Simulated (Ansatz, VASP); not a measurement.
**Two plane-wave programs on Ti4Mo**

```
Ti Mo
1.0
    -3.62717    3.62717    1.60513
     3.62717   -3.62717    1.60513
     3.62717    3.62717   -1.60513
Ti Mo
4 1
Cartesian
  4.2844 1.5926 0.0000
  2.0346 0.6572 1.6051
  1.5926 2.9699 0.0000
  -0.6572 2.0346 1.6051
  0.0000 0.0000 0.0000
```

Alike in both runs: functional PBE; k mesh 10 × 10 × 10; occupations gaussian, width 0.1 eV; no spin polarisation.

Ansatz relaxed the structure, and its values are those at the end. VASP's run is a single point on that final structure, the one shown.

```csv
,VASP,Ansatz
version,VASP 6.6.1,Ansatz 0.2.0
potentials or method,"VASP PAW PBE potentials, release 64 (Ti_sv, Mo_sv), cutoff 520 eV","scalar-relativistic, plane waves, PAW"
valence electrons in the cell,62,62
```

```tsv
	VASP	Ansatz	Ansatz less VASP
gap on the k mesh at the Fermi level (eV)	none	none	-
pressure (GPa)	-0.1	0.0	+0.10
rms of the force components (eV/Å)	0.006	0.001	-0.0055
```

A gap of «none» marks a metal or a gap that the smearing closes.
